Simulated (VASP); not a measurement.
# Pt12Cl in VASP: further runs

The runs below take Pt12Cl through relaxation of the atoms, single point, with PBE.

Everything below comes from runs of VASP 6.6.1. Logs are shortened: lines on timing, memory, paths and dates and some standing lists are left out, and cuts for length are marked.

### 1 The cell of the first run

The cell holds a slab with vacuum, 13 atoms: a = 5.614 Å, b = 5.614 Å, c = 20.119 Å, α = 90.00°, β = 90.00°, γ = 120.00°.

### 2 Relaxation of the atoms, PBE

File INCAR:

```
ALGO = Normal
DIPOL = 0.5 0.5 0.330
EDIFF = 1E-7
EDIFFG = -0.025
ENCUT = 450
GGA = PE
GGA_COMPAT = False
IBRION = 2
IDIPOL = 3
ISIF = 2
ISMEAR = 0
KPAR = 4
LASPH = True
LCHARG = False
LDIPOL = True
LREAL = False
LWAVE = False
NELM = 120
NELMDL = -8
NELMIN = 4
NSW = 36
PREC = Accurate
SIGMA = 0.1
```

File KPOINTS:

```
k-points
0
Gamma
  6 6 1
```

File POSCAR:

```
Pt12Cl
1.0
    5.6143281324      0.0000000000      0.0000000000
   -2.8071640662      4.8621507878      0.0000000000
    0.0000000000      0.0000000000     20.1192653317
Pt Cl
12 1
Selective dynamics
Direct
    0.3333333333      0.1666666667      0.1988144166  F F F
    0.3333333333      0.6666666667      0.1988144166  F F F
    0.8333333333      0.1666666667      0.1988144166  F F F
    0.8333333333      0.6666666667      0.1988144166  F F F
    0.1666666667      0.3333333333      0.3136150008  F F F
    0.1666666667      0.8333333333      0.3136150008  F F F
    0.6666666667      0.3333333333      0.3136150008  F F F
    0.6666666667      0.8333333333      0.3136150008  F F F
    0.0000000000      0.0000000000      0.4284085522  F F F
    0.0000000000      0.5000000000      0.4284085522  F F F
    0.5000000000      0.0000000000      0.4284085522  F F F
    0.5000000000      0.5000000000      0.4284085522  F F F
    0.0000000000      0.2500000000      0.5212642066  F F T
```

Potentials or basis: VASP PAW PBE potentials, release 64 (Pt, Cl).

The run is started by

```
$ cat potpaw_PBE.64/Pt/POTCAR potpaw_PBE.64/Cl/POTCAR > POTCAR
$ mpirun -np 4 vasp_std > vasp.out
```

OUTCAR:

```text
EDIFF = 1E-7
   EDIFFG = -0.025
   ENCUT = 450
   GGA = PE
   IBRION = 2
   ISIF = 2
   ISMEAR = 0
   LASPH = True
   LREAL = False
   NELM = 120
   NELMDL = -8
   NELMIN = 4
   NSW = 36
   PREC = Accurate

 ion  position               nearest neighbor table
   1  0.333  0.167  0.199-   2 2.81   4 2.81   2 2.81   4 2.81   3 2.81   3 2.81   5 2.82   6 2.82
                             7 2.82
   2  0.333  0.667  0.199-   1 2.81   3 2.81   1 2.81   3 2.81   4 2.81   4 2.81   6 2.82   5 2.82
                             8 2.82
   3  0.833  0.167  0.199-   2 2.81   4 2.81   4 2.81   2 2.81   1 2.81   1 2.81   7 2.82   8 2.82
                             5 2.82
   4  0.833  0.667  0.199-   1 2.81   3 2.81   3 2.81   1 2.81   2 2.81   2 2.81   8 2.82   7 2.82
                             6 2.82
   5  0.167  0.333  0.314-   6 2.81   8 2.81   6 2.81   8 2.81   7 2.81   7 2.81   9 2.82  12 2.82
                            10 2.82   1 2.82   2 2.82   3 2.82
   6  0.167  0.833  0.314-   5 2.81   7 2.81   5 2.81   7 2.81   8 2.81   8 2.81  10 2.82  11 2.82
                             9 2.82   2 2.82   1 2.82   4 2.82
   7  0.667  0.333  0.314-   6 2.81   8 2.81   8 2.81   6 2.81   5 2.81   5 2.81  11 2.82  10 2.82
                            12 2.82   3 2.82   4 2.82   1 2.82
   8  0.667  0.833  0.314-   5 2.81   7 2.81   7 2.81   5 2.81   6 2.81   6 2.81  12 2.82   9 2.82
                            11 2.82   4 2.82   3 2.82   2 2.82
   9  0.000  0.000  0.428-  13 2.34  12 2.81  10 2.81  10 2.81  12 2.81  11 2.81  11 2.81   5 2.82
                             8 2.82   6 2.82
  10  0.000  0.500  0.428-  13 2.34  11 2.81   9 2.81   9 2.81  11 2.81  12 2.81  12 2.81   6 2.82
                             7 2.82   5 2.82
  11  0.500  0.000  0.428-  10 2.81  12 2.81  12 2.81  10 2.81   9 2.81   9 2.81   7 2.82   6 2.82
                             8 2.82  13 3.07
  12  0.500  0.500  0.428-   9 2.81  11 2.81  11 2.81   9 2.81  10 2.81  10 2.81   8 2.82   5 2.82
                             7 2.82  13 3.07
  13  0.000  0.250  0.521-   9 2.34  10 2.34  12 3.07  11 3.07

  LATTYP: Found a hexagonal cell.
 ALAT       =     5.6143281324
 C/A-ratio  =     3.5835570806

  Lattice vectors:

 A1 = (   5.6143281324,   0.0000000000,   0.0000000000)
 A2 = (  -2.8071640662,   4.8621507878,   0.0000000000)
 A3 = (   0.0000000000,   0.0000000000,  20.1192653317)

Analysis of symmetry for initial positions (statically):
=====================================================================
 Subroutine PRICEL returns:
 Original cell was already a primitive cell.

 Routine SETGRP: Setting up the symmetry group for a
 hexagonal supercell.

 Subroutine GETGRP returns: Found  2 space group operations
 (whereof  1 operations were pure point group operations)
 out of a pool of 24 trial point group operations.

The static configuration has the point symmetry C_1 .
[... 167 lines left out ...]
   AEXX    =    0.0000 exact exchange contribution
   IVDW    =     0    specifies the selected vdW correction
   LEPSILON=     F    determine dielectric tensor
   LRPA    =     F    only Hartree local field effects (RPA)
 conjugate gradient relaxation of ions
 non-spin polarized calculation
 Gauss-broadening in eV      SIGMA  =   0.10
  energy-cutoff  :      450.00
  volume of cell :      549.21
 maximum number of plane-waves:     11937
 NGX is ok and might be reduce to    40
   NGX = 19   NGY = 19   NGZ = 69

--------------------------------------- Ionic step        1  -------------------------------------------

 number of electron     126.9999996 magnetization

 Free energy of the ion-electron system (eV)
  ---------------------------------------------------
  ext. energy  EPLUGINS =         0.00000000
  ---------------------------------------------------
  free energy    TOTEN  =       -70.85402533 eV

  energy without entropy =      -70.71210536  energy(sigma->0) =      -70.78306535

------------------------ aborting loop because EDIFF is reached ----------------------------------------

  FORCE on cell =-STRESS in cart. coord.  units (eV):
  Direction    XX          YY          ZZ          XY          YZ          ZX
  --------------------------------------------------------------------------------------
  -------------------------------------------------------------------------------------
  Total      -14.1360319    -14.3234052      1.1205955      0.1622700      0.2282564      0.3953507
  in kB      -41.2382063    -41.7848192      3.2690467      0.4733806      0.6658788      1.1533331
  external PRESSURE =     -26.5846596 kB  Pullay stress =       0.0000000 kB
[... 75 lines left out ...]
  FREE ENERGIE OF THE ION-ELECTRON SYSTEM (eV)
  ---------------------------------------------------
  free  energy   TOTEN  =       -70.8940905001 eV

  energy  without entropy=      -70.7493986407  energy(sigma->0) =      -70.82174457

 dipolmoment           0.000000      0.000000      0.016284 electrons x Angstroem

--------------------------------------- Ionic step        3  -------------------------------------------

 number of electron     126.9999999 magnetization

 dipolmoment           0.000000      0.000000     -0.035670 electrons x Angstroem

 Free energy of the ion-electron system (eV)
  ---------------------------------------------------
  ext. energy  EPLUGINS =         0.00000000
  ---------------------------------------------------
  free energy    TOTEN  =       -70.91422363 eV

  energy without entropy =      -70.76520313  energy(sigma->0) =      -70.83971338

 E-fermi :   0.2020     XC(G=0):  -5.7463

 val. band max:        0.1893836583   @ k =  -0.1667   0.5000   0.0000
 cond. band min:       0.2030389919   @ k =   0.3333  -0.0000   0.0000
 fundamental gap:      0.0136553336
 Fermi energy:         0.2020484740

 k-point     1 :       0.0000    0.0000    0.0000
  band No.  band energies     occupation
      1     -15.6050      2.00000
      2      -8.6463      2.00000
      3      -7.0875      2.00000
      4      -6.4834      2.00000
      5      -6.1255      2.00000
      6      -6.0736      2.00000
[... 1003 lines left out ...]
     74       5.0814      0.00000
     75       5.1197      0.00000
 [bands above 75 left out]

------------------------ aborting loop because EDIFF is reached ----------------------------------------

 vacuum level on the upper side and lower side of the slab       (xc-potential included)        -0.122         0.108

  FORCE on cell =-STRESS in cart. coord.  units (eV):
  Direction    XX          YY          ZZ          XY          YZ          ZX
  --------------------------------------------------------------------------------------
  -------------------------------------------------------------------------------------
  Total      -15.0951646    -15.6263043     -1.1829342      0.4599804      0.2232682      0.3867110
  in kB      -44.0362272    -45.5856893     -3.4509037      1.3418736      0.6513270      1.1281290
  external PRESSURE =     -31.0242734 kB  Pullay stress =       0.0000000 kB
[... 28 lines left out ...]
  FREE ENERGIE OF THE ION-ELECTRON SYSTEM (eV)
  ---------------------------------------------------
  free  energy   TOTEN  =       -70.9142236329 eV

  energy  without entropy=      -70.7652031288  energy(sigma->0) =      -70.83971338

 reached required accuracy - stopping structural energy minimisation

 vacuum level on the upper side and lower side of the slab         5.714         5.950
```

CONTCAR:

```text
Pt12Cl
   1.00000000000000
     5.6143281323999998    0.0000000000000000    0.0000000000000000
    -2.8071640661999999    4.8621507878000001    0.0000000000000000
     0.0000000000000000    0.0000000000000000   20.1192653316999994
  Pt              Cl
    12     1
Selective dynamics
Direct
[... 16 lines left out ...]
  0.00000000E+00  0.00000000E+00  0.00000000E+00
  0.00000000E+00  0.00000000E+00  0.00000000E+00
  0.00000000E+00  0.00000000E+00  0.00000000E+00
  0.00000000E+00  0.00000000E+00  0.00000000E+00
  0.00000000E+00  0.00000000E+00  0.00000000E+00
  0.00000000E+00  0.00000000E+00  0.00000000E+00
  0.00000000E+00  0.00000000E+00  0.00000000E+00
  0.00000000E+00  0.00000000E+00  0.00000000E+00
  0.00000000E+00  0.00000000E+00  0.00000000E+00
  0.00000000E+00  0.00000000E+00  0.00000000E+00
  0.00000000E+00  0.00000000E+00  0.00000000E+00
```

Run time: 11 min. Hardware: 4 MPI ranks of Intel Xeon 6975P-C (Granite Rapids), shared host; peak memory 0.73 GiB.

Results:

| Item | Value |
| --- | --- |
| Free energy | -70.9142 eV |
| Energy gained by relaxing | 4.6 meV/atom |
| Ionic steps | 3 |
| Band gap on the k mesh | zero (an odd number of electrons rules out a gap without spin polarisation) |

The path:
```tsv
step	energy change (eV)	largest force on free atoms (eV/Å)	pressure (GPa)
1	0.0000	1.0400	-2.66
2	-0.0401	0.5702	-2.85
3	-0.0602	0.0242	-3.10
```

Final structure:
```
Pt Cl
1.0
     5.61433    0.00000    0.00000
    -2.80716    4.86215    0.00000
     0.00000    0.00000   20.11927
Pt Cl
12 1
Direct
  0.33333 0.16667 0.19881
  0.33333 0.66667 0.19881
  0.83333 0.16667 0.19881
  0.83333 0.66667 0.19881
  0.16667 0.33333 0.31361
  0.16667 0.83333 0.31361
  0.66667 0.33333 0.31361
  0.66667 0.83333 0.31361
  0.00000 0.00000 0.42841
  0.00000 0.50000 0.42841
  0.50000 0.00000 0.42841
  0.50000 0.50000 0.42841
  0.00000 0.25000 0.52760
```

Levels at points of the mesh, in eV from the Fermi level:
```
           k point  band 59  band 60  band 61  band 62  band 63  band 64  band 65  band 66  band 67  band 68
(0.00, 0.00, 0.00)     0.18     0.20     0.21     0.35     0.41     0.47     0.56     0.57     0.57     0.98
(0.50, 0.00, 0.00)    -0.72    -0.66    -0.35    -0.14    -0.12     0.01     0.03     0.15     0.27     0.28
(0.00, 0.50, 0.00)    -0.74    -0.66    -0.35    -0.26    -0.05    -0.04    -0.02     0.22     0.28     0.52
```

Caveat: spin-orbit coupling is left out, which moves the levels of the heavy elements; an odd number of electrons without spin polarisation forces a metal; a magnetic or distorted state may lie lower.

### 3 Single point, PBE

File INCAR:

```
SYSTEM = Pt12Cl
PREC = Accurate
ENCUT = 520
EDIFF = 1E-6
ISMEAR = 0
SIGMA = 0.1
LREAL = .FALSE.
LASPH = .TRUE.
NELM = 100
ALGO = Normal
ISIF = 2
LWAVE = .FALSE.
LCHARG = .FALSE.
LDIPOL = .TRUE.
IDIPOL = 3
DIPOL = 0.5 0.5 0.331
GGA = PE
NBANDS = 76
```

File KPOINTS:

```
Automatic mesh
0
G
  6 6 1
  0 0 0
```

File POSCAR:

```
Pt12Cl
1.0
    5.6143281324      0.0000000000      0.0000000000
   -2.8071640662      4.8621507878      0.0000000000
    0.0000000000      0.0000000000     20.1192653317
Pt Cl
12 1
Direct
    0.3333333333      0.1666666667      0.1988144166
    0.3333333333      0.6666666667      0.1988144166
    0.8333333333      0.1666666667      0.1988144166
    0.8333333333      0.6666666667      0.1988144166
    0.1666666667      0.3333333334      0.3136150008
    0.1666666667      0.8333333334      0.3136150008
    0.6666666667      0.3333333334      0.3136150008
    0.6666666667      0.8333333334      0.3136150008
    0.0000000000      0.0000000000      0.4284085522
    0.0000000000      0.5000000000      0.4284085522
    0.5000000000      0.0000000000      0.4284085522
    0.5000000000      0.5000000000      0.4284085522
    0.1666666667      0.0833333334      0.5361752879
```

Potentials or basis: VASP PAW PBE potentials, release 64 (Pt, Cl).

The run is started by

```
$ cat potpaw_PBE.64/Pt/POTCAR potpaw_PBE.64/Cl/POTCAR > POTCAR
$ mpirun -np 1 vasp_std > vasp.out
```

Wall time 29 min (1 thread of Intel Xeon Platinum 8259CL at 2.50GHz (Skylake/Cascade Lake), shared host); peak memory 0.81 GiB.

The run converged. Its results:

- Free energy: -70.8508 eV
- Largest force: 0.431 eV/Å
- Band gap on the k mesh: zero (an odd number of electrons rules out a gap without spin polarisation)

Forces on the atoms (eV/Å):
```
Pt   0.002  0.001  0.126
Pt   0.055  0.032 -0.069
Pt   0.007 -0.051  0.113
Pt  -0.041  0.032  0.113
Pt  -0.032  0.069 -0.182
Pt   0.043 -0.062 -0.182
Pt   0.014  0.008 -0.073
Pt   0.020  0.012  0.396
Pt  -0.263 -0.152  0.306
Pt  -0.038 -0.022 -0.282
Pt   0.227 -0.116 -0.120
Pt   0.013  0.255 -0.120
Cl  -0.007 -0.004 -0.027
```

Levels at points of the mesh, in eV from the Fermi level:
```tsv
k point	band 61	band 62	band 63	band 64	band 65	band 66	band 67	band 68
(0.00, 0.00, 0.00)	0.27	0.41	0.42	0.52	0.57	0.57	0.57	1.10
(0.50, 0.00, 0.00)	-0.37	-0.18	-0.10	-0.01	0.01	0.13	0.26	0.57
(0.00, 0.50, 0.00)	-0.32	-0.22	-0.10	-0.06	0.03	0.22	0.25	0.45
```

Caveat: spin-orbit coupling is left out, which moves the levels of the heavy elements; an odd number of electrons without spin polarisation forces a metal; a magnetic or distorted state may lie lower.
